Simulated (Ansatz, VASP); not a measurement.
**Hf3ZrS8: VASP beside Ansatz**

INCAR

```
PREC = Accurate ; ENCUT = 600
EDIFF = 1E-6 ; ISMEAR = 0
SIGMA = 0.1 ; LREAL = False
LASPH = True ; NELM = 100
ALGO = Normal ; ISIF = 3
LWAVE = False ; LCHARG = False
GGA = PE ; IBRION = 2
NSW = 90 ; EDIFFG = -0.04
```

File KPOINTS:

```
Automatic mesh
0
Gamma
  6 6 1
```

Contents of POSCAR:

```
Hf3ZrS8
1.0
    3.6009047100      0.0000000000      0.0000000000
   -1.8004523600      3.1184749600      0.0000000000
    0.0000000000      0.0000000000     23.5720277300
Zr Hf S
1 3 8
Direct
    0.0000000000      0.0000000000      0.0000000000
    0.0000000000      0.0000000000      0.2500000000
    0.0000000000      0.0000000000      0.5000000000
    0.0000000000      0.0000000000      0.7500000000
    0.6666666700      0.3333333300      0.1905225100
    0.6666666700      0.3333333300      0.4405225100
    0.6666666700      0.3333333300      0.6905225100
    0.6666666700      0.3333333300      0.9405225100
    0.3333333300      0.6666666700      0.0594774900
    0.3333333300      0.6666666700      0.3094774900
    0.3333333300      0.6666666700      0.5594774900
    0.3333333300      0.6666666700      0.8094774900
```

Input for Ansatz:

```yaml
crystal:
  lattice:
    - [3.60090471, 0.0, 0.0]
    - [-1.80045236, 3.11847496, 0.0]
    - [0.0, 0.0, 23.57202773]
  atoms:
    - { symbol: Zr, position: [0.0, 0.0, 0.0] }
    - { symbol: Hf, position: [0.0, 0.0, 0.25] }
    - { symbol: Hf, position: [0.0, 0.0, 0.5] }
    - { symbol: Hf, position: [0.0, 0.0, 0.75] }
    - { symbol: S, position: [0.66666667, 0.33333333, 0.19052251] }
    - { symbol: S, position: [0.66666667, 0.33333333, 0.44052251] }
    - { symbol: S, position: [0.66666667, 0.33333333, 0.69052251] }
    - { symbol: S, position: [0.66666667, 0.33333333, 0.94052251] }
    - { symbol: S, position: [0.33333333, 0.66666667, 0.05947749] }
    - { symbol: S, position: [0.33333333, 0.66666667, 0.30947749] }
    - { symbol: S, position: [0.33333333, 0.66666667, 0.55947749] }
    - { symbol: S, position: [0.33333333, 0.66666667, 0.80947749] }
basis:
  ecutwfc: 420
kpoints:
  mp_grid: { grid: [6, 6, 1] }
hamiltonian:
  xc: pbe
scf:
  occupations: { method: gaussian, width: 0.1 }
  lower_state_search: "off"
output:
  forces: true
  stress: true
  eigenvalues: true
relax:
  adjacent_minimum: "off"
  f_tol: 0.04
  max_steps: 70
  cell: { stress_tol: 0.4 }
```

Alike in both runs: task relaxation of cell and atoms; functional PBE; k mesh 6 × 6 × 1; occupations gaussian, width 0.1 eV; no spin polarisation.

|  | VASP | Ansatz |
| --- | --- | --- |
| version | VASP 6.6.1 | Ansatz 0.2.0 |
| potentials or method | VASP PAW PBE potentials, release 64 (Zr_sv, Hf_pv, S), cutoff 600 eV | scalar-relativistic, plane waves, PAW |
| valence electrons in the cell | 90 | 138 |

|  | VASP | Ansatz | Ansatz less VASP |
| --- | --- | --- | --- |
| gap on the k mesh at the Fermi level, each at its own relaxed structure (eV) | 1.09 | 1.11 | +0.025 |
| relaxed volume (Å³/atom) | 25.11 | 24.96 | -0.145 |
| relaxed length of the cell vector where the two differ most in proportion (Å) | 26.057 | 25.806 | -0.2513 |

VASP's potentials hold 90 valence electrons a cell and Ansatz's 138, so a difference there can come from the potentials and not from the codes.

Neither program's run includes spin-orbit coupling.
